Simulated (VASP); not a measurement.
A run of VASP 6.6.1 is set up as follows.

POSCAR

```
MgF2
1.0
    4.6220165262      0.0000000000      0.0000000000
    0.0000000000      4.6220165262      0.0000000000
    0.0000000000      0.0000000000      3.0461144335
Mg F
2 4
Direct
    0.0000000000      0.0000000000      0.0000000000
    0.5000000000      0.5000000000      0.5000000000
    0.3029508178      0.3029508178      0.0000000000
    0.1970491822      0.8029508178      0.5000000000
    0.6970491822      0.6970491822      0.0000000000
    0.8029508178      0.1970491822      0.5000000000
```

The input INCAR.step1:

```
  PREC = Accurate
  ENCUT = 660
  ISMEAR = -1
  SIGMA = 0.02
  LREAL = F
  LASPH = T
  NELM = 120
  NBANDS = 25
  GGA = PE
  ALGO = Normal
  EDIFF = 1E-5
  LWAVE = T
  LCHARG = F
  GGA_COMPAT = F
```

INCAR.step2

```
  PREC = Accurate
  ENCUT = 660
  EDIFF = 1E-6
  ISMEAR = -1
  SIGMA = 0.02
  LREAL = F
  LASPH = T
  NELM = 120
  ALGO = Normal
  ISIF = 2
  LWAVE = F
  LCHARG = T
  METAGGA = R2SCAN
  LMIXTAU = T
  LELF = T
  LVHAR = T
  NBANDS = 25
  ISTART = 1
  GGA_COMPAT = F
```

File KPOINTS:

```
regular mesh
0
Gamma
  6 6 8
```

Potentials or basis: VASP PAW PBE potentials, release 64 (Mg, F).

Launch:

```console
$ cat potpaw_PBE.64/Mg/POTCAR potpaw_PBE.64/F/POTCAR > POTCAR
$ cp INCAR.step1 INCAR
$ mpirun -np 1 vasp_std > vasp.out
$ cp INCAR.step2 INCAR
$ mpirun -np 1 vasp_std > vasp.out
```

(1) Estimate the band gap on the k mesh.

(2) Predict the largest force.

Answers

(1) 8.03 eV.

(2) 0.007 eV/Å.

Caveat: the PAW data sets were made with another functional, which shifts forces and pressure a little.
